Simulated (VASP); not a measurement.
A run of VASP 6.6.1 is set up as follows.

INCAR

```
ALGO     = Fast           # electronic algorithm
EDIFF    = 1E-6           # SCF threshold, eV
ENCUT    = 520            # plane-wave cutoff, eV
GGA      = PE             # functional
ISIF     = 2              # what is computed and relaxed
ISMEAR   = 0              # smearing method
LASPH    = T              # aspherical terms in the spheres
LCHARG   = F              # write CHGCAR
LREAL    = F              # projectors in reciprocal space
LWAVE    = F              # write WAVECAR
NBANDS   = 24             # bands
NELM     = 80             # most SCF steps
PREC     = Accurate       # precision mode
SIGMA    = 0.1            # smearing width, eV
```

KPOINTS

```
k-points
0
Gamma
  10 10 10
```

Contents of POSCAR:

```
Al3B2W
1.0
    3.0928810638      0.0000000000      0.0000000000
    0.0000000000      1.6341382781      6.9947205991
    0.0000000000     -1.6341382781      6.9947205991
Al B W
3 2 1
Direct
    0.0000000000      0.1983578521      0.1983578521
    0.5000000000      0.7997504097      0.7997504097
    0.5000000000      0.5869662852      0.5869662852
    0.0000000000      0.0346044236      0.0346044236
    0.5000000000      0.9681305508      0.9681305508
    0.0000000000      0.4121904786      0.4121904786
```

Potentials or basis: VASP PAW PBE potentials, release 64 (Al, B, W_sv).

Launch:

```console
$ cat potpaw_PBE.64/Al/POTCAR potpaw_PBE.64/B/POTCAR potpaw_PBE.64/W_sv/POTCAR > POTCAR
$ mpirun -np 1 vasp_std > vasp.out
```

(1) What does it give for the pressure?

(2) Predict the largest force.

(3) Predict the band gap on the k mesh.

Answers

(1) 0.1 GPa.

(2) 0.018 eV/Å.

(3) zero (an odd number of electrons rules out a gap without spin polarisation).

Caveat: spin-orbit coupling is left out, which moves the levels of the heavy elements.
